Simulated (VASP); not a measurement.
Input of a VASP 6.6.1 run:

INCAR

```
PREC = Accurate
ENCUT = 520
EDIFF = 1E-7
ISMEAR = 0
SIGMA = 0.1
LREAL = False
LASPH = True
NELM = 150
ALGO = Normal
ISIF = 2
LWAVE = False
LCHARG = False
ISPIN = 2
MAGMOM = 3 3 3
LORBIT = 11
LMAXMIX = 4
GGA = PE
NBANDS = 29
```

File KPOINTS:

```
Automatic mesh
0
Gamma
  6 6 6
```

The input POSCAR:

```
Cr
1.0
    4.4123933397      0.0000000000      0.0000000000
   -2.2061966698      3.8212447236      0.0000000000
    0.0000000000      0.0000000000      2.7049889604
Cr
3
Direct
    0.0000000000      0.0000000000      0.0000000000
    0.3333333333      0.6666666667      0.5000000000
    0.6666666667      0.3333333333      0.5000000000
```

Potentials or basis: VASP PAW PBE potentials, release 64 (Cr_pv).

Run with:

```sh
$ cat potpaw_PBE.64/Cr_pv/POTCAR > POTCAR
$ mpirun -np 1 vasp_std > vasp.out
```

Task: Predict the net moment.

Result: 2.37 μB per cell.

Task: Predict the pressure.

Result: -31.7 GPa.

Task: Predict the site moments.

Result: Cr +0.10, +1.07 μB.

Stress tensor (GPa, compression positive):
```
-28.24   0.00   0.00
  0.00 -28.24   0.00
  0.00   0.00 -38.72
```

Caveat: the k points lie up to 0.39 Å⁻¹ apart.
